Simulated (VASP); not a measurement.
Input of a VASP 6.6.1 run:

The input INCAR:

```
SYSTEM = SnO
PREC = Accurate
ENCUT = 520
EDIFF = 1E-7
ISMEAR = 0
SIGMA = 0.15
LREAL = .False.
LASPH = .True.
NELM = 60
ALGO = Fast
ISIF = 2
LWAVE = .False.
LCHARG = .False.
GGA = PS
NBANDS = 50
```

File KPOINTS:

```
regular mesh
0
Gamma
  10 10 4
  0 0 0
```

POSCAR

```
SnO
1.0
    2.6904553516     -2.6904757566      0.0000000000
    2.6904553516      2.6904757566      0.0000000000
    0.0000000000      0.0000000000      9.4948200140
Sn O
4 4
Direct
    0.9991897041      0.0008102959      0.9998622097
    0.0008102959      0.9991897041      0.4998622097
    0.5008102959      0.4991897041      0.2571377902
    0.4991897041      0.5008102959      0.7571377902
    0.0100717392      0.4899282608      0.3785000000
    1.0085123345      0.4914876655      0.8785000000
    0.5100717392      0.9899282608      0.3785000000
    0.5085123345     -0.0085123345      0.8785000000
```

Potentials or basis: VASP PAW PBE potentials, release 64 (Sn_d, O).

Run with:

```sh
$ cat potpaw_PBE.64/Sn_d/POTCAR potpaw_PBE.64/O/POTCAR > POTCAR
$ mpirun -np 1 vasp_std > vasp.out
```

Task: Predict the largest force.

Result: 0.220 eV/Å.

Task: Estimate the band gap on the k mesh.

Result: Zero (bands 40 and 41 overlap by 0.10 eV).

Task: What does it give for the pressure?

Result: 0.4 GPa.

Forces on the atoms (eV/Å):
```
Sn   0.000 -0.192  0.108
Sn   0.000 -0.185  0.108
Sn   0.000 -0.185 -0.108
Sn   0.000 -0.192 -0.108
O    0.000  0.190  0.000
O    0.000  0.187  0.000
O    0.000  0.190  0.000
O    0.000  0.187  0.000
```

Caveat: the cell differs from its parent crystal (all O atoms moved -0.050 Å, as atom 5 along Cartesian [0 1 0]); semilocal functionals underestimate gaps, and a narrow one can read as zero; the PAW data sets were made with another functional, which shifts forces and pressure a little; spin-orbit coupling is left out, which moves the levels of the heavy elements.
